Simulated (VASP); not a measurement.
# Cd4SbO (F-43m) in VASP: notebook

Runs on Cd4SbO. Level: PBE. Tasks: relaxation of cell and atoms.

Program: VASP 6.6.1. These are calculated values, not measurements. Logs are shortened: lines on timing, memory, paths and dates and some standing lists are left out, and cuts for length are marked.

**1. The cell of the first run**

It takes space group F-43m (No. 216, cubic). The conventional cell has a = 8.426 Å, b = 8.426 Å, c = 8.426 Å, α = 90.00°, β = 90.00°, γ = 90.00°. Cd (site symmetry 3m) has 6 Cd at 2.75 to 3.21 Å and 3 O at 3.47 Å and 3 Sb at 3.52 Å within 3.6 Å. Within 4.6 Å of Sb (site symmetry -43m) lie 12 Cd at 3.52 Å and 4 O at 3.65 Å. Within 4.6 Å of O (site symmetry -43m) lie 12 Cd at 3.47 Å and 4 Sb at 3.65 Å.

The cell was generated, and may not be a known phase.

**2. Relaxation of cell and atoms, PBE**

Contents of INCAR:

```
SYSTEM = Cd4SbO
PREC = Accurate ; ENCUT = 600
EDIFF = 1E-7 ; ISMEAR = 0
SIGMA = 0.1 ; LREAL = .FALSE.
LASPH = .TRUE. ; NELM = 100
ALGO = Fast ; ISIF = 3
LWAVE = .FALSE. ; LCHARG = .FALSE.
GGA = PE ; IBRION = 2
NSW = 90 ; EDIFFG = -0.04
```

Contents of KPOINTS:

```
Automatic mesh
0
G
  4 4 4
  0 0 0
```

Contents of POSCAR:

```
Cd4SbO
1.0
    0.0000000000      4.2129099600      4.2129099600
    4.2129099600      0.0000000000      4.2129099600
    4.2129099600      4.2129099600      0.0000000000
Cd Sb O
4 1 1
Direct
    0.1347715900      0.1347715900      0.1347715900
    0.1347715900      0.1347715900      0.5956852400
    0.1347715900      0.5956852400      0.1347715900
    0.5956852400      0.1347715900      0.1347715900
    0.7500000000      0.7500000000      0.7500000000
    0.5000000000      0.5000000000      0.5000000000
```

Potentials or basis: VASP PAW PBE potentials, release 64 (Cd, Sb, O).

Command:

```console
$ cat potpaw_PBE.64/Cd/POTCAR potpaw_PBE.64/Sb/POTCAR potpaw_PBE.64/O/POTCAR > POTCAR
$ mpirun -np 1 vasp_std > vasp.out
```

OUTCAR:

```text
SYSTEM = Cd4SbO
   PREC = Accurate
   ENCUT = 600
   EDIFF = 1E-7
   ISMEAR = 0
   LREAL = .FALSE.
   LASPH = .TRUE.
   NELM = 100
   ISIF = 3
   GGA = PE
   IBRION = 2
   NSW = 90
   EDIFFG = -0.04

 ion  position               nearest neighbor table
   1  0.135  0.135  0.135-   2 2.75   3 2.75   4 2.75   2 3.21   3 3.21   4 3.21   5 3.52   5 3.52
                             5 3.52
   2  0.135  0.135  0.596-   1 2.75   3 2.75   4 2.75   1 3.21   3 3.21   4 3.21   5 3.52   5 3.52
                             5 3.52
   3  0.135  0.596  0.135-   1 2.75   2 2.75   4 2.75   2 3.21   1 3.21   4 3.21   5 3.52   5 3.52
                             5 3.52
   4  0.596  0.135  0.135-   1 2.75   2 2.75   3 2.75   1 3.21   2 3.21   3 3.21   5 3.52   5 3.52
                             5 3.52
   5  0.750  0.750  0.750-   3 3.52   4 3.52   2 3.52   4 3.52   2 3.52   3 3.52   1 3.52   1 3.52
                             1 3.52   2 3.52   3 3.52   4 3.52
   6  0.500  0.500  0.500-

  LATTYP: Found a face centered cubic cell.
 ALAT       =     8.4258199200

  Lattice vectors:

 A1 = (   0.0000000000,   4.2129099600,   4.2129099600)
 A2 = (   4.2129099600,   0.0000000000,   4.2129099600)
 A3 = (   4.2129099600,   4.2129099600,   0.0000000000)

Analysis of symmetry for initial positions (statically):
=====================================================================
 Subroutine PRICEL returns:
 Original cell was already a primitive cell.

 Routine SETGRP: Setting up the symmetry group for a
 face centered cubic supercell.

 Subroutine GETGRP returns: Found 24 space group operations
 (whereof 24 operations were pure point group operations)
 out of a pool of 48 trial point group operations.

The static configuration has the point symmetry T_d .

Analysis of symmetry for dynamics (positions and initial velocities):
=====================================================================
 Subroutine PRICEL returns:
 Original cell was already a primitive cell.

 Routine SETGRP: Setting up the symmetry group for a
 face centered cubic supercell.

 Subroutine GETGRP returns: Found 24 space group operations
 (whereof 24 operations were pure point group operations)
 out of a pool of 48 trial point group operations.

The dynamic configuration has the point symmetry T_d .

 Subroutine INISYM returns: Found 24 space group operations
 (whereof 24 operations are pure point group operations),
 and found     1 'primitive' translations

----------------------------------------------------------------------------------------

                                     Primitive cell

  volume of cell :     149.5466

  direct lattice vectors                    reciprocal lattice vectors
     0.000000000  4.212909960  4.212909960    -0.118682812  0.118682812  0.118682812
[... 65 lines left out ...]
   NGX,Y,Z   is equivalent  to a cutoff of  13.39, 13.39, 13.39 a.u.
   NGXF,Y,Z  is equivalent  to a cutoff of  26.79, 26.79, 26.79 a.u.
 SYSTEM =  Cd4SbO
   PREC   = accura    normal or accurate (medium, high low for compatibility)
   ISTART =      0    job   : 0-new  1-cont  2-samecut
   ICHARG =      2    charge: 1-file 2-atom 10-const
   ISPIN  =      1    spin polarized calculation?
   LNONCOLLINEAR =      F non collinear calculations
   LSORBIT =      F    spin-orbit coupling
   LASPH  =      T    aspherical Exc in radial PAW
   ENCUT  =  600.0 eV  44.10 Ry    6.64 a.u.  11.90 11.90 11.90*2*pi/ulx,y,z
   NELM   =    100;   NELMIN=  2; NELMDL= -5     # of ELM steps
   EDIFF  = 0.1E-06   stopping-criterion for ELM
   LREAL  =      F    real-space projection
   EDIFFG = -.4E-01   stopping-criterion for IOM
   NSW    =     90    number of steps for IOM
   IBRION =      2    ionic relax: 0-MD 1-quasi-New 2-CG
   NFREE  =      1    steps in history (QN), initial steepest desc. (CG)
   ISIF   =      3    stress and relaxation
   ISYM   =      2    0-nonsym 1-usesym 2-fastsym
   POTIM  = 0.5000    time-step for ionic-motion
   TEBEG  =    0.0;   TEEND  =   0.0 temperature during run
   PSTRESS=    0.0 pullay stress
   NELECT =      59.0000    total number of electrons
   NUPDOWN=      -1.0000    fix difference up-down
   EMIN   =  10.00;   EMAX   =-10.00  energy-range for DOS
   EFERMI =   0.00;   METHOD = LEGACY
   ISMEAR =     0;   SIGMA  =   0.10  broadening in eV -4-tet -1-fermi 0-gaus
   EFERMI_NEDOS =   21; number of points for ismear=-14 and -15
   IALGO  =     68    algorithm
   IMIX   =      4    mixing-type and parameters
     AMIX     =   0.40;   BMIX     =  1.00
     AMIX_MAG =   1.60;   BMIX_MAG =  1.00
  volume/ion in A,a.u.               =      24.92       168.20
  Fermi-wavevector in a.u.,A,eV,Ry     =   1.200697  2.268988 19.615147  1.441673
  Thomas-Fermi vector in A             =   2.336526
   LORBIT       =      0    0 simple, 1 ext, 2 COOP (PROOUT), +10 PAW based schemes
   GGA     = PE    functional components
   LHFCALC =     F    Hartree Fock is set to
   AEXX    =    0.0000 exact exchange contribution
   IVDW    =     0    specifies the selected vdW correction
   LEPSILON=     F    determine dielectric tensor
   LRPA    =     F    only Hartree local field effects (RPA)
 conjugate gradient relaxation of ions
 non-spin polarized calculation
 RMM-DIIS sequential band-by-band and
 Gauss-broadening in eV      SIGMA  =   0.10
  energy-cutoff  :      600.00
  volume of cell :      149.55
 maximum number of plane-waves:      5029
   NGX = 23   NGY = 23   NGZ = 23

--------------------------------------- Ionic step        1  -------------------------------------------

 number of electron      59.0000018 magnetization

 Free energy of the ion-electron system (eV)
  ---------------------------------------------------
  ext. energy  EPLUGINS =         0.00000000
  ---------------------------------------------------
  free energy    TOTEN  =        -9.43720415 eV

  energy without entropy =       -9.41335223  energy(sigma->0) =       -9.42527819

 E-fermi :   2.2079     XC(G=0):  -9.7708

 val. band max:        2.2039057736   @ k =  -0.2500   0.2500   0.0000
 cond. band min:       2.2588891709   @ k =  -0.2500   0.2500   0.0000
 fundamental gap:      0.0549833972
 Fermi energy:         2.2079033778

 k-point     1 :       0.0000    0.0000    0.0000
  band No.  band energies     occupation
      1     -13.0080      2.00000
      2      -8.3154      2.00000
      3      -7.6414      2.00000
      4      -7.6414      2.00000
      5      -7.6414      2.00000
      6      -7.4608      2.00000
[... 572 lines left out ...]
--------------------------------------- Ionic step        8  -------------------------------------------

 number of electron      59.0000003 magnetization

 Free energy of the ion-electron system (eV)
  ---------------------------------------------------
  ext. energy  EPLUGINS =         0.00000000
  ---------------------------------------------------
  free energy    TOTEN  =       -10.26291784 eV

  energy without entropy =      -10.24006199  energy(sigma->0) =      -10.25148991

 E-fermi :   3.2157     XC(G=0): -10.3939

 val. band max:        3.2089257726   @ k =  -0.2500   0.2500   0.0000
 cond. band min:       3.2895645870   @ k =   0.5000   0.2500   0.0000
 fundamental gap:      0.0806388144
 Fermi energy:         3.2156732747

 k-point     1 :       0.0000    0.0000    0.0000
  band No.  band energies     occupation
      1     -12.1938      2.00000
      2      -7.7098      2.00000
      3      -6.9630      2.00000
      4      -6.9630      2.00000
      5      -6.9630      2.00000
      6      -6.7518      2.00000
[... 326 lines left out ...]
  FREE ENERGIE OF THE ION-ELECTRON SYSTEM (eV)
  ---------------------------------------------------
  free  energy   TOTEN  =       -10.2629178362 eV

  energy  without entropy=      -10.2400619869  energy(sigma->0) =      -10.25148991

 reached required accuracy - stopping structural energy minimisation
```

OSZICAR:

```text
N       E                     dE             d eps       ncg     rms          rms(c)
DAV:   1     0.484290106314E+03    0.48429E+03   -0.31506E+04   560   0.175E+03
DAV:   2     0.183935768117E+02   -0.46590E+03   -0.45570E+03   587   0.430E+02
DAV:   3    -0.147044694438E+02   -0.33098E+02   -0.32619E+02   638   0.104E+02
[... 101 lines left out ...]
RMM:   4    -0.102629683466E+02    0.51125E-03   -0.55307E-04   560   0.142E-01    0.958E-02
RMM:   5    -0.102629307358E+02    0.37611E-04   -0.21057E-04   562   0.647E-02    0.312E-02
RMM:   6    -0.102629190194E+02    0.11716E-04   -0.22545E-05   561   0.244E-02    0.782E-03
RMM:   7    -0.102629178398E+02    0.11796E-05   -0.50679E-06   567   0.976E-03    0.308E-03
RMM:   8    -0.102629178362E+02    0.35861E-08   -0.83074E-07   418   0.425E-03
   8 F= -.10262918E+02 E0= -.10251490E+02  d E =-.871394E-03
```

Run time: 4.9 min. Hardware: 1 thread of Oxide Virtual Turin-like, shared host; peak memory 0.33 GiB.

What came out:

```
Free energy                           : -10.2629 eV
Relaxed volume                        : 21.95 Å³/atom
Relaxed cell                          : a = 5.711 Å, b = 5.711 Å, c = 5.711 Å, α = 60.00°, β = 60.00°, γ = 60.00°
Space group after relaxing (to 0.1 Å) : F-43m (No. 216)
Energy gained by relaxing             : 137.6 meV/atom
Ionic steps                           : 8
Pressure after relaxing               : 0.0 GPa
Largest force after relaxing          : 0.013 eV/Å
Band gap on the k mesh                : zero (an odd number of electrons rules out a gap without spin polarisation)
```

Forces on the atoms (eV/Å):
```
Cd  -0.007 -0.007 -0.007
Cd   0.007  0.007 -0.007
Cd   0.007 -0.007  0.007
Cd  -0.007  0.007  0.007
Sb   0.000  0.000  0.000
O    0.000  0.000  0.000
```

Step by step:
```tsv
step	energy change (eV)	largest force (eV/Å)	pressure (GPa)	volume (Å³)
1	0.0000	1.9917	-3.40	149.55
2	-0.7270	0.6343	-2.34	138.39
3	-0.8170	0.2464	-0.61	133.18
4	-0.8183	0.1247	-0.87	133.81
5	-0.8182	0.1824	-0.75	133.51
6	-0.8244	0.0675	0.36	130.90
7	-0.8248	0.0919	0.13	131.42
8	-0.8257	0.0126	0.00	131.73
```

Final structure:
```
Cd Sb O
1.0
     0.00000    4.03844    4.03844
     4.03844    0.00000    4.03844
     4.03844    4.03844    0.00000
Cd Sb O
4 1 1
Cartesian
  1.0159 1.0159 1.0159
  3.0225 3.0225 1.0159
  3.0225 1.0159 3.0225
  1.0159 3.0225 3.0225
  6.0577 6.0577 6.0577
  4.0384 4.0384 4.0384
```

Levels at points of the mesh, in eV from the Fermi level:
| k point | band 28 | band 29 | band 30 | band 31 | band 32 | band 33 |
| --- | --- | --- | --- | --- | --- | --- |
| (0.00, 0.00, 0.00) | -1.37 | -1.37 | -1.37 | 1.00 | 1.00 | 1.00 |
| (0.50, 0.00, 0.00) | -1.39 | -0.99 | -0.23 | 0.65 | 0.65 | 2.30 |
| (0.50, 0.50, 0.00) | -0.63 | -0.28 | -0.28 | 2.44 | 2.44 | 2.48 |

Caveat: spin-orbit coupling is left out, which moves the levels of the heavy elements; an odd number of electrons without spin polarisation forces a metal; a magnetic or distorted state may lie lower.

**3. Relaxation of cell and atoms, PBE**

This run uses another cell than the first one, of 21.94 Å³/atom.

Contents of INCAR:

```
SYSTEM = Cd4SbO
ALGO     = Fast           ! electronic algorithm
EDIFF    = 1E-6           ! SCF threshold, eV
EDIFFG   = -0.01          ! ionic threshold
ENCUT    = 600            ! plane-wave cutoff, eV
GGA      = PE             ! functional
IBRION   = 2              ! ionic algorithm
ISIF     = 3              ! what is computed and relaxed
ISMEAR   = 0              ! smearing method
LASPH    = .TRUE.         ! aspherical terms in the spheres
LCHARG   = .FALSE.        ! write CHGCAR
LREAL    = .FALSE.        ! projectors in reciprocal space
LWAVE    = .FALSE.        ! write WAVECAR
NELM     = 100            ! most SCF steps
NSW      = 100            ! ionic steps
PREC     = Accurate       ! precision mode
SIGMA    = 0.1            ! smearing width, eV
```

Contents of KPOINTS:

```
k-points
0
G
  8 8 8
  0 0 0
```

Contents of POSCAR:

```
Cd4SbO
1.0
    0.0000000000      4.0373463498      4.0373463498
    4.0373463498      0.0000000000      4.0373463498
    4.0373463498      4.0373463498      0.0000000000
Cd Sb O
4 1 1
Direct
    0.8742351008      0.3772946975      0.8742351008
    0.8742351008      0.8742351008      0.8742351008
    0.3772946975      0.8742351008      0.8742351008
    0.8742351008      0.8742351008      0.3772946975
    0.2500000000      0.2500000000      0.2500000000
    0.5000000000      0.5000000000      0.5000000000
```

Potentials or basis: VASP PAW PBE potentials, release 64 (Cd, Sb, O).

Command:

```console
$ cat potpaw_PBE.64/Cd/POTCAR potpaw_PBE.64/Sb/POTCAR potpaw_PBE.64/O/POTCAR > POTCAR
$ mpirun -np 1 vasp_std > vasp.out
```

It took 3.5 min on 1 thread of Oxide Virtual Turin-like, shared host; peak memory 0.39 GiB.

It converged, with:

- Free energy: -10.3747 eV
- Relaxed volume: 21.94 Å³/atom
- Relaxed cell: a = 5.710 Å, b = 5.710 Å, c = 5.710 Å, α = 60.00°, β = 60.00°, γ = 60.00°
- Space group after relaxing (to 0.1 Å): F-43m (No. 216)
- Energy gained by relaxing: 0.0 meV/atom
- Ionic steps: 2
- Pressure after relaxing: 0.0 GPa
- Band gap on the k mesh: zero (an odd number of electrons rules out a gap without spin polarisation)

Final structure:
```
Cd Sb O
1.0
     0.00000    4.03750    4.03750
     4.03750    0.00000    4.03750
     4.03750    4.03750    0.00000
Cd Sb O
4 1 1
Direct
  0.87430 0.37711 0.87430
  0.87430 0.87430 0.87430
  0.37711 0.87430 0.87430
  0.87430 0.87430 0.37711
  0.25000 0.25000 0.25000
  0.50000 0.50000 0.50000
```

Levels at points of the mesh, in eV from the Fermi level:
| k point | band 27 | band 28 | band 29 | band 30 | band 31 | band 32 | band 33 | band 34 |
| --- | --- | --- | --- | --- | --- | --- | --- | --- |
| (0.00, 0.00, 0.00) | -1.84 | -1.29 | -1.29 | -1.29 | 1.10 | 1.10 | 1.10 | 1.97 |
| (0.50, 0.00, 0.00) | -1.30 | -1.30 | -0.91 | -0.14 | 0.75 | 0.75 | 2.39 | 3.51 |
| (0.50, 0.50, 0.00) | -0.58 | -0.56 | -0.21 | -0.21 | 2.54 | 2.54 | 2.59 | 3.35 |

Caveat: spin-orbit coupling is left out, which moves the levels of the heavy elements; an odd number of electrons without spin polarisation forces a metal; a magnetic or distorted state may lie lower.

The gap in the log of VASP goes by the Fermi energy; the results here count the filled bands.